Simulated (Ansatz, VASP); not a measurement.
**PbS: VASP beside Ansatz**

```xyz
4
Lattice="0.0000 -3.0044 -3.0062 0.0000 3.0044 -3.0062 12.2983 0.0000 0.0000" Properties=species:S:1:pos:R:3 pbc="T T T"
Pb    7.0567   -1.5022   -2.9663
Pb    4.2416    1.5022   -2.9663
S     6.9335    1.5022   -2.9198
S     4.3648   -1.5022   -2.9198
```

Alike in both runs: task single point; functional PBE; dispersion D3(BJ); k mesh 6 × 6 × 3; occupations gaussian, width 0.05 eV; no spin polarisation.

|  | VASP | Ansatz |
| --- | --- | --- |
| version | VASP 6.6.1 | Ansatz 0.2.0 |
| potentials or method | VASP PAW PBE potentials, release 64 (Pb_d, S), cutoff 500 eV | scalar-relativistic, plane waves, PAW |
| valence electrons in the cell | 40 | 40 |

VASP gave:

| Property | Result |
| --- | --- |
| gap on the k mesh at the Fermi level (eV) | 2.07 |
| least direct gap on the mesh (eV) | 2.08 |
| rms of the force components (eV/Å) | 0.034 |

**Question.** Which values does Ansatz return?

**Answer.** gap on the k mesh at the Fermi level (eV): 2.07; least direct gap on the mesh (eV): 2.08; rms of the force components (eV/Å): 0.033.

Atom by atom the forces differ by 0.003 eV/Å (rms over components).

Neither program's run includes spin-orbit coupling.
